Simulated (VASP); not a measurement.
## Zn: single point with PBE

Zn:

```
CELL_PARAMETERS angstrom
2.63332 0.00000 0.00000
-1.31666 2.28052 0.00000
0.00000 0.00000 5.10824
ATOMIC_POSITIONS crystal
Zn 0.33333 0.66667 0.25000
Zn 0.66667 0.33333 0.75000
```

- Program: VASP 6.6.1
- Task: single point
- Functional: PBE
- Potentials or basis: VASP PAW PBE potentials, release 64 (Zn)
- Cutoff: 520 eV
- k mesh: 18 × 18 × 8
- Occupations: gaussian, width 0.1 eV
- Spin: no spin polarisation

* Pressure: 0.3 GPa
* Band gap on the k mesh: zero (band 12 reaches 4.81 eV, above the bottom of band 13 at -0.49 eV)

Stress tensor (GPa, compression positive):
```
0.41 0.00 0.00
0.00 0.41 0.00
0.00 0.00 0.19
```

Levels at points of the mesh, in eV from the Fermi level:
| k point | band 8 | band 9 | band 10 | band 11 | band 12 | band 13 | band 14 | band 15 | band 16 | band 17 |
| --- | --- | --- | --- | --- | --- | --- | --- | --- | --- | --- |
| (0.00, 0.00, 0.00) | -7.26 | -7.26 | -7.10 | -7.10 | -3.76 | -3.53 | 12.13 | 15.96 | 18.24 | 18.24 |
| (0.50, 0.00, 0.00) | -7.13 | -6.88 | -6.87 | -2.66 | -1.94 | 2.34 | 3.57 | 3.83 | 5.65 | 10.72 |
| (0.00, 0.00, 0.50) | -7.62 | -7.17 | -7.17 | -7.17 | -7.17 | 3.77 | 3.77 | 19.42 | 19.42 | 19.42 |
| (0.50, 0.00, 0.50) | -7.14 | -6.87 | -6.87 | -1.77 | -1.77 | 0.27 | 0.27 | 9.55 | 9.55 | 12.38 |

Run time: 30 s on 1 thread of Intel(R) Xeon(R) 6975P-C (Granite Rapids), with other jobs on the host, peak memory 0.2 GiB.
